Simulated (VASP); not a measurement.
In:

```
In
1.0
    -1.62547    1.62547    2.47370
     1.62547   -1.62547    2.47370
     1.62547    1.62547   -2.47370
In
1
Direct
  0.00000 0.00000 0.00000
```

| Quantity | Value |
| --- | --- |
| Program | VASP 6.6.1 |
| Task | relaxation of cell and atoms |
| Functional | RPBE |
| Dispersion | D4 |
| Potentials or basis | VASP PAW PBE potentials, release 64 (In_d) |
| Cutoff | 600 eV |
| k mesh | 11 × 11 × 11 |
| Occupations | fermi-dirac, width 0.05 eV |
| Spin | no spin polarisation |

At the start: pressure 0.2 GPa; volume 26.14 Å³/atom.

How do energy, volume and symmetry change on relaxing?

Over 11 steps the energy falls by 2.0 meV/atom and the volume is 26.23 Å³/atom (+0.3 %); space group I4/mmm (No. 139, to 0.05 Å).

The path:
```tsv
step	energy change (eV)	largest force (eV/Å)	pressure (GPa)	volume (Å³)
1	0.0000	0.0000	0.18	26.14
2	-0.0004	0.0000	-0.02	26.25
3	-0.0006	0.0000	-0.21	26.36
4	-0.0008	0.0000	-0.59	26.58
5	-0.0009	0.0000	-0.51	26.59
6	-0.0012	0.0000	-0.50	26.60
7	-0.0012	0.0000	-0.57	26.64
8	-0.0013	0.0000	-0.65	26.62
9	-0.0016	0.0000	-0.49	26.54
10	-0.0020	0.0000	-0.10	26.29
11	-0.0020	0.0000	0.03	26.23
```

Final structure:
```xyz
1
Lattice="-1.6482 1.6482 2.4139 1.6482 -1.6482 2.4139 1.6482 1.6482 -2.4139" Properties=species:S:1:pos:R:3 pbc="T T T"
In    1.6482    1.6482   -2.4139
```

Caveat: the PAW data sets were made with another functional, which shifts forces and pressure a little; pairwise dispersion overbinds metals, which lowers pressure and volume.
